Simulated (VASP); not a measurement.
Li, 1 atom in the cell. The cell holds a cluster in a box, 1 atom: a = 9.000 Å, b = 9.300 Å, c = 9.600 Å, α = 90.00°, β = 90.00°, γ = 90.00°. 

* Program: VASP 6.6.1
* Task: single point
* Functional: PBE
* Potentials or basis: VASP PAW PBE potentials, release 64 (Li_sv)
* Cutoff: 650 eV
* k mesh: 1 × 1 × 1
* Occupations: fermi-dirac, width 0.22 eV
* Spin: collinear spin, ferromagnetic start
* Starting moments: [1.0] μB
* Dipole correction: no
* Further INCAR settings: ALGO = Normal; EDIFF = 1e-06; NBANDS = 12

Potentials or basis: VASP PAW PBE potentials, release 64 (Li_sv).

Run with:

```console
$ cat potpaw_PBE.64/Li_sv/POTCAR > POTCAR
$ mpirun -np 1 vasp_gam > vasp.out
```

Hardware: 1 thread of Intel(R) Xeon(R) Platinum 8488C (Sapphire Rapids), on a shared host.

Question: Estimate the wall time of this run.

Answer: Run time: 4.8 min on 1 thread of Intel(R) Xeon(R) Platinum 8488C (Sapphire Rapids) (shared host), peak memory 1.3 GiB. Counts: scf iterations 60, k points 1.
